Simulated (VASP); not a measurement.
Wanted: the native input for a VASP 6.6.1 run.

```
Task                   : single point
Functional             : PBEsol
Potentials or basis    : VASP PAW PBE potentials, release 64 (K_sv)
Cutoff                 : 520 eV
k mesh                 : 7 × 7 × 7
Occupations            : fermi-dirac, width 0.1 eV
Spin                   : no spin polarisation
Dipole correction      : no
Further INCAR settings : ALGO = Normal; EDIFF = 1e-06; NBANDS = 16
```

The structure of K lies in POSCAR:

```
K
1.0
    0.0000000000      4.5170931850      4.5170931850
    4.5170931850      0.0000000000      4.5170931850
    4.5170931850      4.5170931850      0.0000000000
K
2
Direct
    0.1250000000      0.1250000000      0.1250000000
    0.8750000000      0.8750000000      0.8750000000
```

This isn't the form of K at room conditions, which is bcc.

These files were run (other wordings do the same):

INCAR

```
ALGO = Normal
EDIFF = 1E-6
ENCUT = 520
GGA = PS
ISIF = 2
ISMEAR = -1
LASPH = T
LCHARG = F
LREAL = F
LWAVE = F
NBANDS = 16
NELM = 100
PREC = Accurate
SIGMA = 0.1
```

KPOINTS

```
k-points
0
Gamma
  7 7 7
```

Potentials or basis: VASP PAW PBE potentials, release 64 (K_sv).

Command:

```bash
$ cat potpaw_PBE.64/K_sv/POTCAR > POTCAR
$ mpirun -np 1 vasp_std > vasp.out
```

It gave:

```
Pressure               : 0.2 GPa
Band gap on the k mesh : zero (bands 9 and 10 overlap by 0.17 eV)
```

Caveat: the PAW data sets were made with another functional, which shifts forces and pressure a little.

It took 120 s on 1 thread of Intel Xeon 8259CL, on a shared host, peak memory 0.32 GiB.
